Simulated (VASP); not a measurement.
Runs of VASP 6.6.1 on MnO. The structure is that of space group R-3m (No. 166), or close to it. The cells are those of the table. 

```csv
task,potentials or basis,cell,cutoff (eV),gap on the mesh (eV),pressure (GPa)
single point,"VASP PAW PBE potentials, release 64 (Mn_sv, O)","a = 2.749 Å, angles 69.2°, 2 atoms",700,none,-9.9
single point,"VASP PAW PBE potentials, release 64 (Mn_sv, O)","a = 2.685 Å, angles 69.9°, 2 atoms",700,none,(a)
single point,"VASP PAW PBE potentials, release 64 (Mn_sv, O)","a = 2.728 Å, angles 69.5°, 2 atoms",700,none,-5.7
relaxation of shape and atoms at fixed volume,"VASP PAW PBE potentials, release 64 (Mn_pv, O)","relaxed from a = 2.745 Å, angles 69.5°, 2 atoms",600,none,-8.4
```

Alike in all rows: level PBE; no spin polarisation; k mesh 14 × 14 × 14; smearing gaussian 0.05 eV.

Question: Fill in the values left out.

Answer: (a) 4.2.

Caveats: an odd number of electrons without spin polarisation forces a metal; a magnetic or distorted state may lie lower; the run has no spin polarisation, though such a crystal can be magnetic; semilocal functionals often make such compounds metallic where correlation or magnetic order opens a gap, which also shifts bond lengths; the cell stands under tension (at least some runs); the cell stands under pressure (at least some runs).

A gap of «none» marks levels without a gap at the run's occupations.

The runs don't all hold the same shells in valence.
